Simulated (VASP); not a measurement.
Ru, 2 atoms in the cell. Symmetry: P6_3/mmc, No. 194, hexagonal system. The conventional cell has a = 2.688 Å, b = 2.688 Å, c = 4.253 Å, α = 90.00°, β = 90.00°, γ = 120.00°. Within 3.5 Å of Ru (site symmetry -6m2) lie 12 Ru at 2.63 to 2.69 Å. 

* Program: VASP 6.6.1
* Task: single point
* Functional: BLYP
* Dispersion: D4
* Potentials or basis: VASP PAW PBE potentials, release 64 (Ru_pv)
* Cutoff: 520 eV
* k mesh: 11 × 11 × 6
* Occupations: fermi-dirac, width 0.05 eV
* Spin: no spin polarisation
* Dipole correction: no
* Further INCAR settings: ALGO = Normal; EDIFF = 1e-06; NBANDS = 21

Potentials or basis: VASP PAW PBE potentials, release 64 (Ru_pv).

The run is started by

```console
$ cat potpaw_PBE.64/Ru_pv/POTCAR > POTCAR
$ mpirun -np 1 vasp_std > vasp.out
```

Hardware: 1 thread of Intel Xeon 6975P-C, with other jobs on the host.

Task: Estimate the wall time of this run.

Result: It took 27 s on 1 thread of Intel Xeon 6975P-C, on a shared host, peak memory 0.16 GiB. Counts: scf iterations 12, k points 64.
